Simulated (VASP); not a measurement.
Wanted: the native input for a VASP 6.6.1 run.

| Property | Result |
| --- | --- |
| Task | single point |
| Functional | r2SCAN |
| Potentials or basis | VASP PAW PBE potentials, release 64 (Ga_d, P) |
| Cutoff | 520 eV |
| k mesh | 8 × 8 × 8 |
| Occupations | gaussian, width 0.01 eV |
| Spin | no spin polarisation |
| Dipole correction | no |
| Further INCAR settings | ALGO = Normal; EDIFF = 1e-07; NBANDS = 16 |

Crystal: GaP.

```
Ga P
1.0
     0.00000    2.64260    2.64260
     2.64260    0.00000    2.64260
     2.64260    2.64260    0.00000
Ga P
1 1
Direct
  0.00000 0.00000 0.00000
  0.75000 0.75000 0.75000
```

The input as run:

POSCAR

```
GaP
1.0
    0.0000000000      2.6426048566      2.6426048566
    2.6426048566      0.0000000000      2.6426048566
    2.6426048566      2.6426048566      0.0000000000
Ga P
1 1
Direct
    0.0000000000      0.0000000000      0.0000000000
    0.7500000000      0.7500000000      0.7500000000
```

INCAR.step1

```
SYSTEM = GaP
  ALGO = Normal
  EDIFF = 1E-4
  ENCUT = 520
  GGA = PE
  ISMEAR = 0
  LASPH = .TRUE.
  LCHARG = .FALSE.
  LREAL = .FALSE.
  LWAVE = .TRUE.
  NBANDS = 16
  NELM = 100
  PREC = Accurate
  SIGMA = 0.01
```

INCAR.step2

```
SYSTEM = GaP
  ALGO = Normal
  EDIFF = 1E-7
  ENCUT = 520
  ISIF = 2
  ISMEAR = 0
  ISTART = 1
  LASPH = .TRUE.
  LCHARG = .TRUE.
  LELF = .TRUE.
  LMIXTAU = .TRUE.
  LREAL = .FALSE.
  LVHAR = .TRUE.
  LWAVE = .FALSE.
  METAGGA = R2SCAN
  NBANDS = 16
  NELM = 100
  PREC = Accurate
  SIGMA = 0.01
```

KPOINTS

```
k-points
0
G
  8 8 8
  0 0 0
```

Potentials or basis: VASP PAW PBE potentials, release 64 (Ga_d, P).

The run is started by

```bash
$ cat potpaw_PBE.64/Ga_d/POTCAR potpaw_PBE.64/P/POTCAR > POTCAR
$ cp INCAR.step1 INCAR
$ mpirun -np 1 vasp_std > vasp.out
$ cp INCAR.step2 INCAR
$ mpirun -np 1 vasp_std > vasp.out
```

It gave:

- Pressure: 9.9 GPa
- Band gap on the k mesh: 1.71 eV (least direct gap 3.17 eV)

Caveat: the cell stands under pressure; the PAW data sets were made with another functional, which shifts forces and pressure a little.

It took 74 s on 1 thread of Intel(R) Xeon(R) Platinum 8259CL CPU @ 2.50GHz (Skylake/Cascade Lake) (shared host), peak memory 0.17 GiB.
